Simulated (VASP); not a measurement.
Wanted: the native input for a VASP 6.6.1 run.

```
Task                   : single point
Functional             : PBEsol
Potentials or basis    : VASP PAW PBE potentials, release 64 (Ta_pv, Na_pv)
Cutoff                 : 520 eV
k mesh                 : 6 × 6 × 1
Occupations            : gaussian, width 0.1 eV
Spin                   : no spin polarisation
Dipole correction      : yes
Further INCAR settings : ALGO = Normal; EDIFF = 1e-07; NBANDS = 46
```

The structure of NaTa6 lies in POSCAR:

```
NaTa6
1.0
    4.6392671641      0.0000000000      0.0000000000
   -2.3196335821      4.0177232191      0.0000000000
    0.0000000000      0.0000000000     19.9438808552
Ta Na
6 1
Direct
    0.6666666667      0.3333333333      0.2005627706
    0.3333333333      0.6666666667      0.2480453268
    0.0000000000      0.0000000000      0.2955278831
    0.6666666667      0.3333333333      0.3400187737
    0.3333333333      0.6666666667      0.3814681521
    0.0000000000      0.0000000000      0.4233820346
    0.3333333333      0.6666666667      0.5391495003
```

These files were run (other wordings do the same):

INCAR

```
  PREC = Accurate
  ENCUT = 520
  EDIFF = 1E-7
  ISMEAR = 0
  SIGMA = 0.1
  LREAL = False
  LASPH = True
  NELM = 100
  ALGO = Normal
  ISIF = 2
  LWAVE = False
  LCHARG = False
  LDIPOL = True
  IDIPOL = 3
  DIPOL = 0.5 0.5 0.347
  GGA = PS
  NBANDS = 46
```

KPOINTS

```
regular mesh
0
Gamma
  6 6 1
```

Potentials or basis: VASP PAW PBE potentials, release 64 (Ta_pv, Na_pv).

Command:

```sh
$ cat potpaw_PBE.64/Ta_pv/POTCAR potpaw_PBE.64/Na_pv/POTCAR > POTCAR
$ mpirun -np 1 vasp_std > vasp.out
```

It gave:

| Item | Value |
| --- | --- |
| Largest force | 1.905 eV/Å |

Caveat: the PAW data sets were made with another functional, which shifts forces and pressure a little.

Wall time 3.8 min on 1 thread of Intel(R) Xeon(R) Platinum 8488C (Sapphire Rapids), on a shared host, peak memory 0.49 GiB.
